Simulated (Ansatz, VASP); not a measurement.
## Two plane-wave programs on Be2Cd

```xyz
3
Lattice="3.9894 0.0000 0.0000 -1.9947 3.4549 0.0000 0.0000 0.0000 2.8807" Properties=species:S:1:pos:R:3 pbc="T T T"
Be    0.0000    2.3033    1.4404
Be    1.9947    1.1516    1.4404
Cd    0.0000    0.0000    0.0000
```

Alike in both runs: functional PBE; k mesh 12 × 12 × 16; occupations gaussian, width 0.1 eV; no spin polarisation.

Ansatz relaxed the structure, and its values are those at the end. VASP's run is a single point on that final structure, the one shown.

```csv
,VASP,Ansatz
version,VASP 6.6.1,Ansatz 0.2.0
potentials or method,"VASP PAW PBE potentials, release 64 (Be, Cd), cutoff 520 eV","scalar-relativistic, plane waves, PAW"
valence electrons in the cell,16,24
```

VASP gave:

- gap on the k mesh at the Fermi level (eV): none
- pressure (GPa): 0.3

Q: What did Ansatz give for the same quantities?

A: gap on the k mesh at the Fermi level (eV): none; pressure (GPa): 0.0.

A gap of «none» marks a metal or a gap that the smearing closes. VASP's potentials hold 16 valence electrons a cell and Ansatz's 24, so a difference there can come from the potentials and not from the codes.
